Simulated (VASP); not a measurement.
Set up this calculation in VASP 6.6.1, as the native input.

```
Task                   : single point
Functional             : PBE
Potentials or basis    : VASP PAW PBE potentials, release 64 (Mg, O)
Cutoff                 : 520 eV
k mesh                 : 12 × 12 × 6
Occupations            : fermi-dirac, width 0.02 eV
Spin                   : no spin polarisation
Dipole correction      : no
Further INCAR settings : ALGO = Normal; EDIFF = 1e-07; NBANDS = 16
```

The structure of MgO lies in POSCAR:

```
MgO
1.0
    3.3353094178      0.0000000000      0.0000000000
   -1.6676547089      2.8884626853      0.0000000000
    0.0000000000      0.0000000000      4.3010910071
Mg O
2 2
Direct
    0.6666666667      0.3333333333      0.7500000000
    0.3333333333      0.6666666667      0.2500000000
    0.6666666667      0.3333333333      0.2500000000
    0.3333333333      0.6666666667      0.7500000000
```

This cell differs from its parent crystal: epitaxial xy strain -4.3%.

One way to write it, as run:

INCAR

```
  ALGO = Normal
  EDIFF = 1E-7
  ENCUT = 520
  GGA = PE
  ISIF = 2
  ISMEAR = -1
  LASPH = T
  LCHARG = F
  LREAL = F
  LWAVE = F
  NBANDS = 16
  NELM = 60
  PREC = Accurate
  SIGMA = 0.02
```

KPOINTS

```
k-points
0
Gamma
  12 12 6
```

Potentials or basis: VASP PAW PBE potentials, release 64 (Mg, O).

Launch:

```sh
$ cat potpaw_PBE.64/Mg/POTCAR potpaw_PBE.64/O/POTCAR > POTCAR
$ mpirun -np 1 vasp_std > vasp.out
```

Results of the run:

```yaml
Pressure: 14.7 GPa
Band_gap_on_the_k_mesh: 3.69 eV
```

Caveat: the cell differs from its parent crystal (epitaxial xy strain -4.3%); the cell stands under pressure.

Wall time 18 s on 1 thread of Intel(R) Xeon(R) 6975P-C (Granite Rapids), on a shared host, peak memory 0.19 GiB.
